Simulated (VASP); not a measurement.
# Cd3Te2Se: single point with PBEsol

Crystal: Cd3Te2Se.

```
CELL_PARAMETERS angstrom
-2.29185 2.29185 9.69496
2.29185 -2.29185 9.69496
2.29185 2.29185 -9.69496
ATOMIC_POSITIONS crystal
Cd 0.82558 0.82558 0.00000
Cd 0.50000 0.50000 0.00000
Cd 0.17442 0.17442 0.00000
Te 0.41266 0.91266 0.50000
Te 0.08734 0.58734 0.50000
Se 0.75000 0.25000 0.50000
```

```yaml
Program: VASP 6.6.1
Task: single point
Functional: PBEsol
Potentials_or_basis: VASP PAW PBE potentials, release 64 (Cd, Te, Se)
Cutoff: 520 eV
k_mesh: 12 × 12 × 12
Occupations: gaussian, width 0.02 eV
Spin: no spin polarisation
Dipole_correction: no
Further_INCAR_settings: ALGO = Normal; EDIFF = 1e-07; NBANDS = 36
```

| Item | Value |
| --- | --- |
| Pressure | -2.1 GPa |
| Largest force | 0.014 eV/Å |
| Band gap on the k mesh | 0.35 eV |

Forces on the atoms (eV/Å):
```
Cd   0.000  0.000  0.014
Cd   0.000  0.000  0.000
Cd   0.000  0.000 -0.014
Te   0.000  0.000  0.005
Te   0.000  0.000 -0.005
Se   0.000  0.000  0.000
```

Levels at points of the mesh, in eV from the valence-band top:
```tsv
k point	band 23	band 24	band 25	band 26	band 27	band 28	band 29	band 30	band 31	band 32
(0.00, 0.00, 0.00)	-1.17	-1.17	-0.07	0.00	0.00	0.35	2.87	2.99	3.11	3.24
(0.50, 0.00, 0.00)	-1.64	-1.21	-0.74	-0.54	-0.52	1.71	2.69	2.88	4.81	5.39
(0.50, 0.50, 0.00)	-2.06	-2.03	-1.93	-1.72	-1.68	2.71	2.84	3.56	3.77	3.93
(0.50, 0.50, 0.50)	-1.66	-0.70	-0.70	-0.37	-0.37	2.08	2.23	2.81	2.85	3.88
```

Run time: 2.9 h on 1 thread of Oxide Virtual Turin-like Processor, on a shared host, peak memory 1.6 GiB.

Caveat: semilocal functionals underestimate gaps, and a narrow one can read as zero; the PAW data sets were made with another functional, which shifts forces and pressure a little; spin-orbit coupling is left out, which moves the levels of the heavy elements. A k mesh can miss the band edges.
